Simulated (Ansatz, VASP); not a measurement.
## H2O in VASP and in Ansatz

The input INCAR:

```
PREC = Accurate
ENCUT = 520
EDIFF = 1E-6
ISMEAR = 0
SIGMA = 0.005
LREAL = F
LASPH = T
NELM = 60
ALGO = Normal
ISIF = 2
LWAVE = F
LCHARG = F
GGA = PE
IVDW = 12
IBRION = 2
NSW = 100
EDIFFG = -0.01
ISYM = 0
```

The input KPOINTS:

```
Automatic mesh
0
Gamma
  1 1 1
```

File POSCAR:

```
H2O
1.0
   15.0000000000      0.0000000000      0.0000000000
    0.0000000000     15.5000000000      0.0000000000
    0.0000000000      0.0000000000     16.0000000000
O H
1 2
Direct
    0.5011452656      0.4800741017      0.4845525650
    0.5482155136      0.5110123779      0.5060858564
    0.4506392208      0.5089135204      0.5093615786
```

Input for Ansatz:

```yaml
crystal:
  lattice:
    - [15.0, 0.0, 0.0]
    - [0.0, 15.5, 0.0]
    - [0.0, 0.0, 16.0]
  atoms:
    - { symbol: O, position: [0.5011452656, 0.4800741017, 0.484552565] }
    - { symbol: H, position: [0.5482155136, 0.5110123779, 0.5060858564] }
    - { symbol: H, position: [0.4506392208, 0.5089135204, 0.5093615786] }
  symmetry: { detect: false }
basis:
  ecutwfc: 420
kpoints:
  mp_grid: { grid: [1, 1, 1] }
hamiltonian:
  xc: pbe
  dispersion: d3bj
scf:
  occupations: { method: gaussian, width: 0.005 }
output:
  forces: true
  eigenvalues: true
relax:
  adjacent_minimum: "off"
  f_tol: 0.01
  max_steps: 80
```

Alike in both runs: task relaxation of the atoms; functional PBE; dispersion D3(BJ); k mesh 1 × 1 × 1; occupations gaussian, width 0.005 eV; no spin polarisation.

|  | VASP | Ansatz |
| --- | --- | --- |
| version | VASP 6.6.1 | Ansatz 0.2.0 |
| potentials or method | VASP PAW PBE potentials, release 64 (O, H), cutoff 520 eV | scalar-relativistic, plane waves, PAW |
| valence electrons in the cell | 8 | 8 |

VASP gave:

```
gap on the k mesh at the Fermi level, each at its own relaxed structure (eV) : 6.22
```

What did Ansatz give for the same quantities?

gap on the k mesh at the Fermi level, each at its own relaxed structure (eV): 6.25.
